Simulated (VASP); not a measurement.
# Y3Mg2I2 (P6/mmm) in VASP: relaxation of cell and atoms with PBE

Aim: the relaxation of cell and atoms of Y3Mg2I2 with PBE.

All numbers are computed with VASP 6.6.1; they aren't measurements. Logs are shortened: lines on timing, memory, paths and dates and some standing lists are left out, and cuts for length are marked.

**1. The cell of the first run**

The structure is hexagonal, space group P6/mmm (No. 191). Conventional cell: a = 5.051 Å, b = 5.051 Å, c = 10.546 Å, α = 90.00°, β = 90.00°, γ = 120.00°. Within 3.9 Å of Y (site symmetry 6mm) lie 2 Y at 2.96 to 3.79 Å and 6 Mg at 3.27 Å. Y (site symmetry 6/mmm) has 6 I at 2.92 Å and 2 Y at 3.79 Å within 3.8 Å. Within 3.8 Å of Mg (site symmetry -6m2) lie 3 Mg at 2.92 Å and 6 Y at 3.27 Å. Within 3.8 Å of I (site symmetry -6m2) lie 3 Y at 2.92 Å and 3 I at 2.92 Å.

The cell was generated, and may not be a known phase.

**2. Relaxation of cell and atoms, PBE**

INCAR

```
SYSTEM = Y3Mg2I2
PREC = Accurate
ENCUT = 600
EDIFF = 1E-7
ISMEAR = 0
SIGMA = 0.1
LREAL = .FALSE.
LASPH = .TRUE.
NELM = 60
ALGO = Normal
ISIF = 3
LWAVE = .FALSE.
LCHARG = .FALSE.
GGA = PE
IBRION = 2
NSW = 90
EDIFFG = -0.04
```

KPOINTS

```
Automatic mesh
0
G
  6 6 2
  0 0 0
```

POSCAR

```
Y3Mg2I2
1.0
    5.0514800000      0.0000000000      0.0000000000
   -2.5257400000      4.3747100100      0.0000000000
    0.0000000000      0.0000000000     10.5460586800
Y Mg I
3 2 2
Direct
    0.0000000000      0.0000000000      0.3598490600
    0.0000000000      0.0000000000      0.6401509400
    0.0000000000      0.0000000000      0.0000000000
    0.3333333300      0.6666666700      0.5000000000
    0.6666666700      0.3333333300      0.5000000000
    0.3333333300      0.6666666700      0.0000000000
    0.6666666700      0.3333333300      0.0000000000
```

Potentials or basis: VASP PAW PBE potentials, release 64 (Y_sv, Mg, I).

Started as:

```console
$ cat potpaw_PBE.64/Y_sv/POTCAR potpaw_PBE.64/Mg/POTCAR potpaw_PBE.64/I/POTCAR > POTCAR
$ mpirun -np 1 vasp_std > vasp.out
```

OUTCAR:

```text
SYSTEM = Y3Mg2I2
   PREC = Accurate
   ENCUT = 600
   EDIFF = 1E-7
   ISMEAR = 0
   LREAL = .FALSE.
   LASPH = .TRUE.
   NELM = 60
   ISIF = 3
   GGA = PE
   IBRION = 2
   NSW = 90
   EDIFFG = -0.04

 ion  position               nearest neighbor table
   1  0.000  0.000  0.360-   2 2.96   4 3.27   5 3.27   5 3.27   4 3.27   5 3.27   4 3.27   3 3.79

   2  0.000  0.000  0.640-   1 2.96   4 3.27   5 3.27   5 3.27   4 3.27   5 3.27   4 3.27   3 3.79

   3  0.000  0.000  0.000-   6 2.92   7 2.92   7 2.92   6 2.92   7 2.92   6 2.92   1 3.79   2 3.79

   4  0.333  0.667  0.500-   5 2.92   5 2.92   5 2.92   1 3.27   2 3.27   2 3.27   1 3.27   2 3.27
                             1 3.27
   5  0.667  0.333  0.500-   4 2.92   4 2.92   4 2.92   1 3.27   2 3.27   1 3.27   2 3.27   1 3.27
                             2 3.27
   6  0.333  0.667  0.000-   3 2.92   7 2.92   7 2.92   3 2.92   3 2.92   7 2.92
   7  0.667  0.333  0.000-   3 2.92   6 2.92   6 2.92   3 2.92   3 2.92   6 2.92

  LATTYP: Found a hexagonal cell.
 ALAT       =     5.0514800000
 C/A-ratio  =     2.0877166058

  Lattice vectors:

 A1 = (   5.0514800000,   0.0000000000,   0.0000000000)
 A2 = (  -2.5257400000,   4.3747100100,   0.0000000000)
 A3 = (   0.0000000000,   0.0000000000,  10.5460586800)

Analysis of symmetry for initial positions (statically):
=====================================================================
 Subroutine PRICEL returns:
 Original cell was already a primitive cell.

 Routine SETGRP: Setting up the symmetry group for a
 hexagonal supercell.

 Subroutine GETGRP returns: Found 24 space group operations
 (whereof 24 operations were pure point group operations)
 out of a pool of 24 trial point group operations.

The static configuration has the point symmetry D_6h.

Analysis of symmetry for dynamics (positions and initial velocities):
=====================================================================
 Subroutine PRICEL returns:
 Original cell was already a primitive cell.

 Routine SETGRP: Setting up the symmetry group for a
 hexagonal supercell.

 Subroutine GETGRP returns: Found 24 space group operations
 (whereof 24 operations were pure point group operations)
 out of a pool of 24 trial point group operations.

The dynamic configuration has the point symmetry D_6h.

 Subroutine INISYM returns: Found 24 space group operations
 (whereof 24 operations are pure point group operations),
 and found     1 'primitive' translations

----------------------------------------------------------------------------------------

                                     Primitive cell

  volume of cell :     233.0548

  direct lattice vectors                    reciprocal lattice vectors
     5.051480000  0.000000000  0.000000000     0.197961785  0.114293290  0.000000000
    -2.525740000  4.374710010  0.000000000     0.000000000  0.228586580  0.000000000
     0.000000000  0.000000000 10.546058680     0.000000000  0.000000000  0.094822154

  length of vectors
     5.051480000  5.051480003 10.546058680     0.228586580  0.228586580  0.094822154

  position of ions in fractional coordinates (direct lattice)
     0.000000000  0.000000000  0.359849060
     0.000000000  0.000000000  0.640150940
     0.000000000  0.000000000  0.000000000
     0.333333330  0.666666670  0.500000000
     0.666666670  0.333333330  0.500000000
     0.333333330  0.666666670  0.000000000
     0.666666670  0.333333330  0.000000000

  ion indices of the primitive-cell ions
   primitive index   ion index
                 1           1
                 2           2
                 3           3
                 4           4
                 5           5
                 6           6
                 7           7

----------------------------------------------------------------------------------------

 KPOINTS: Automatic mesh

Automatic generation of k-mesh.
 Grid dimensions read from file:
 generate k-points for:    6    6    2

 Generating k-lattice:

  Cartesian coordinates                     Fractional coordinates (reciprocal lattice)
     0.032993631  0.019048882  0.000000000     0.166666667  0.000000000  0.000000000
     0.000000000  0.038097763  0.000000000     0.000000000  0.166666667  0.000000000
     0.000000000  0.000000000  0.047411077     0.000000000  0.000000000  0.500000000

  Length of vectors
     0.038097763  0.038097763  0.047411077

  Shift w.r.t. Gamma in fractional coordinates (k-lattice)
     0.000000000  0.000000000  0.000000000

 Subroutine IBZKPT returns following result:
 ===========================================

 Found     14 irreducible k-points:

 Following reciprocal coordinates:
            Coordinates               Weight
  0.000000  0.000000  0.000000      1.000000
  0.166667  0.000000  0.000000      6.000000
  0.333333  0.000000  0.000000      6.000000
  0.500000  0.000000  0.000000      3.000000
  0.166667  0.166667  0.000000      6.000000
  0.333333  0.166667  0.000000     12.000000
  0.333333  0.333333  0.000000      2.000000
  0.000000  0.000000  0.500000      1.000000
  0.166667  0.000000  0.500000      6.000000
  0.333333  0.000000  0.500000      6.000000
  0.500000  0.000000  0.500000      3.000000
  0.166667  0.166667  0.500000      6.000000
  0.333333  0.166667  0.500000     12.000000
  0.333333  0.333333  0.500000      2.000000
   k-points           NKPTS =     14   k-points in BZ     NKDIM =     14   number of bands    NBANDS=     30
   number of dos      NEDOS =    301   number of ions     NIONS =      7
   total plane-waves  NPLWV = 134400
   dimension x,y,z NGX =    40 NGY =   40 NGZ =   84
   dimension x,y,z NGXF=    80 NGYF=   80 NGZF=  168
   ions per type =               3   2   2
   NGX,Y,Z   is equivalent  to a cutoff of  13.16, 13.16, 13.24 a.u.
   NGXF,Y,Z  is equivalent  to a cutoff of  26.33, 26.33, 26.48 a.u.
 SYSTEM =  Y3Mg2I2
   PREC   = accura    normal or accurate (medium, high low for compatibility)
   ISTART =      0    job   : 0-new  1-cont  2-samecut
   ICHARG =      2    charge: 1-file 2-atom 10-const
   ISPIN  =      1    spin polarized calculation?
   LNONCOLLINEAR =      F non collinear calculations
   LSORBIT =      F    spin-orbit coupling
   LASPH  =      T    aspherical Exc in radial PAW
   ENCUT  =  600.0 eV  44.10 Ry    6.64 a.u.  10.09 10.09 21.06*2*pi/ulx,y,z
   NELM   =     60;   NELMIN=  2; NELMDL= -5     # of ELM steps
   EDIFF  = 0.1E-06   stopping-criterion for ELM
   LREAL  =      F    real-space projection
   EDIFFG = -.4E-01   stopping-criterion for IOM
   NSW    =     90    number of steps for IOM
   IBRION =      2    ionic relax: 0-MD 1-quasi-New 2-CG
   NFREE  =      1    steps in history (QN), initial steepest desc. (CG)
   ISIF   =      3    stress and relaxation
   ISYM   =      2    0-nonsym 1-usesym 2-fastsym
   POTIM  = 0.5000    time-step for ionic-motion
   TEBEG  =    0.0;   TEEND  =   0.0 temperature during run
   PSTRESS=    0.0 pullay stress
   NELECT =      51.0000    total number of electrons
   NUPDOWN=      -1.0000    fix difference up-down
   EMIN   =  10.00;   EMAX   =-10.00  energy-range for DOS
   EFERMI =   0.00;   METHOD = LEGACY
   ISMEAR =     0;   SIGMA  =   0.10  broadening in eV -4-tet -1-fermi 0-gaus
   EFERMI_NEDOS =   21; number of points for ismear=-14 and -15
   IALGO  =     38    algorithm
   IMIX   =      4    mixing-type and parameters
     AMIX     =   0.40;   BMIX     =  1.00
     AMIX_MAG =   1.60;   BMIX_MAG =  1.00
  volume/ion in A,a.u.               =      33.29       224.68
  Fermi-wavevector in a.u.,A,eV,Ry     =   0.986534  1.864280 13.241869  0.973250
  Thomas-Fermi vector in A             =   2.117922
   LORBIT       =      0    0 simple, 1 ext, 2 COOP (PROOUT), +10 PAW based schemes
   GGA     = PE    functional components
   LHFCALC =     F    Hartree Fock is set to
   AEXX    =    0.0000 exact exchange contribution
   IVDW    =     0    specifies the selected vdW correction
   LEPSILON=     F    determine dielectric tensor
   LRPA    =     F    only Hartree local field effects (RPA)
 conjugate gradient relaxation of ions
 non-spin polarized calculation
 Gauss-broadening in eV      SIGMA  =   0.10
  energy-cutoff  :      600.00
  volume of cell :      233.05
 maximum number of plane-waves:      7800
   NGX = 21   NGY = 21   NGZ = 43

--------------------------------------- Ionic step        1  -------------------------------------------

 number of electron      51.0000000 magnetization

 Free energy of the ion-electron system (eV)
  ---------------------------------------------------
  ext. energy  EPLUGINS =         0.00000000
  ---------------------------------------------------
  free energy    TOTEN  =       -22.84253769 eV

  energy without entropy =      -22.78698688  energy(sigma->0) =      -22.81476228

------------------------ aborting loop because EDIFF is reached ----------------------------------------

  FORCE on cell =-STRESS in cart. coord.  units (eV):
  Direction    XX          YY          ZZ          XY          YZ          ZX
  --------------------------------------------------------------------------------------
  -------------------------------------------------------------------------------------
  Total       20.8990260     20.8990260      2.4197419      0.0000000      0.0000000      0.0000000
  in kB      143.6741171    143.6741173     16.6349514      0.0000000      0.0000000      0.0000000
  external PRESSURE =     101.3277286 kB  Pullay stress =       0.0000000 kB
[... 313 lines left out ...]
  energy  without entropy=      -24.7530350868  energy(sigma->0) =      -24.77394645

--------------------------------------- Ionic step        9  -------------------------------------------

 number of electron      51.0000000 magnetization

 Free energy of the ion-electron system (eV)
  ---------------------------------------------------
  ext. energy  EPLUGINS =         0.00000000
  ---------------------------------------------------
  free energy    TOTEN  =       -24.79557962 eV

  energy without entropy =      -24.75467381  energy(sigma->0) =      -24.77512672

 E-fermi :   2.7485     XC(G=0):  -7.9172

 val. band max:        2.7311828187   @ k =   0.3333   0.3333   0.0000
 cond. band min:       2.7581378239   @ k =   0.1667   0.0000   0.5000
 fundamental gap:      0.0269550053
 Fermi energy:         2.7485024734

 k-point     1 :       0.0000    0.0000    0.0000
  band No.  band energies     occupation
      1     -41.0676      2.00000
      2     -40.9583      2.00000
      3     -40.9087      2.00000
      4     -21.1025      2.00000
      5     -21.1025      2.00000
      6     -21.0083      2.00000
[... 485 lines left out ...]
  FREE ENERGIE OF THE ION-ELECTRON SYSTEM (eV)
  ---------------------------------------------------
  free  energy   TOTEN  =       -24.7955796215 eV

  energy  without entropy=      -24.7546738139  energy(sigma->0) =      -24.77512672

 reached required accuracy - stopping structural energy minimisation
```

It took 11 min on 1 thread of Intel Xeon 6975P-C (Granite Rapids), shared host; peak memory 0.5 GiB.

Results:

* Free energy: -24.7956 eV
* Relaxed volume: 39.56 Å³/atom
* Relaxed cell: a = 5.572 Å, b = 5.572 Å, c = 10.302 Å, α = 90.00°, β = 90.00°, γ = 120.00°
* Space group after relaxing (to 0.1 Å): P6/mmm (No. 191)
* Energy gained by relaxing: 279.0 meV/atom
* Ionic steps: 9
* Pressure after relaxing: 0.0 GPa
* Largest force after relaxing: 0.006 eV/Å
* Band gap on the k mesh: zero (an odd number of electrons rules out a gap without spin polarisation)

Forces in eV/Å, atoms in the order of the input:
```
Y    0.000  0.000 -0.006
Y    0.000  0.000  0.006
Y    0.000  0.000  0.000
Mg   0.000  0.000  0.000
Mg   0.000  0.000  0.000
I    0.000  0.000  0.000
I    0.000  0.000  0.000
```

Step by step:
```csv
step,energy change (eV),largest force (eV/Å),pressure (GPa),volume (Å³)
1,0.0000,1.2675,10.13,233.05
2,-1.7013,0.0968,-2.17,310.11
3,-1.9010,0.3551,-0.15,285.56
4,-1.9015,0.3409,-0.28,286.76
5,-1.9206,0.2876,-0.22,284.43
6,-1.9516,0.1018,0.01,277.46
7,-1.9523,0.0576,0.06,276.04
8,-1.9523,0.0645,0.05,276.26
9,-1.9530,0.0057,-0.01,276.94
```

Final structure:
```
Y Mg I
1.0
     5.57156    0.00000    0.00000
    -2.78578    4.82511    0.00000
     0.00000    0.00000   10.30168
Y Mg I
3 2 2
Direct
  0.00000 0.00000 0.34834
  0.00000 0.00000 0.65166
  0.00000 0.00000 0.00000
  0.33333 0.66667 0.50000
  0.66667 0.33333 0.50000
  0.33333 0.66667 0.00000
  0.66667 0.33333 0.00000
```

Caveat: the volume moved by over 15 % at a fixed basis, so the end points are rough; spin-orbit coupling is left out, which moves the levels of the heavy elements; an odd number of electrons without spin polarisation forces a metal; a magnetic or distorted state may lie lower.

The gap in the log of VASP goes by the Fermi energy; the results here count the filled bands.